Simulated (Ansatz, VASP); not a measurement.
Two plane-wave programs on C

```
CELL_PARAMETERS angstrom
2.47100 0.00000 0.00000
-1.23550 2.13995 0.00000
0.00000 0.00000 26.00242
ATOMIC_POSITIONS crystal
C 0.66667 0.33333 0.51098
C 0.33333 0.66667 0.48902
```

Alike in both runs: task single point; functional PBE; dispersion D3(BJ); k mesh 21 × 21 × 1; occupations gaussian, width 0.1 eV; no spin polarisation.

|  | VASP | Ansatz |
| --- | --- | --- |
| version | VASP 6.6.1 | Ansatz 0.2.0 |
| potentials or method | VASP PAW PBE potentials, release 64 (C), cutoff 520 eV | scalar-relativistic, plane waves, PAW |
| valence electrons in the cell | 8 | 8 |

VASP gave:

- gap on the k mesh at the Fermi level (eV): none
- rms of the force components (eV/Å): 5.603

**Question.** What did Ansatz give for the same quantities?

**Answer.** gap on the k mesh at the Fermi level (eV): none; rms of the force components (eV/Å): 5.622.

Atom by atom the forces differ by 0.019 eV/Å (rms over components). A gap of «none» marks a metal or a gap that the smearing closes.
